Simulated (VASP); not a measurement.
Crystal: SrO.

```
Sr O
1.0
     0.00000    2.57989    2.57989
     2.57989    0.00000    2.57989
     2.57989    2.57989    0.00000
Sr O
1 1
Cartesian
  0.0000 0.0000 0.0000
  2.5799 2.5799 2.5799
```

Base run:

```yaml
Program: VASP 6.6.1
Functional: PBE
Potentials_or_basis: VASP PAW PBE potentials, release 64 (Sr_sv, O)
Cutoff: 600 eV
k_mesh: 6 × 6 × 6, shifted
Occupations: gaussian, width 0.01 eV
Spin: no spin polarisation
```

Its results: band gap on the k mesh 3.59 eV (least direct gap 3.66 eV); pressure 2.3 GPa.

Question: The run is repeated on the same cell with these changes: k mesh from 6 × 6 × 6, shifted to 4 × 4 × 4, through Γ; further incar settings from ALGO = Normal; EDIFF = 1e-06; NBANDS = 15; ISYM = 0 to ALGO = Normal; EDIFF = 1e-06; NBANDS = 15. What comes out?

Answer: Band gap on the k mesh 3.27 eV (least direct gap 3.36 eV); pressure 2.3 GPa.

Caveats: some runs use coarse meshes; a shifted mesh leaves out Γ, where band edges can lie (at least some runs).

A k mesh can miss the band edges.
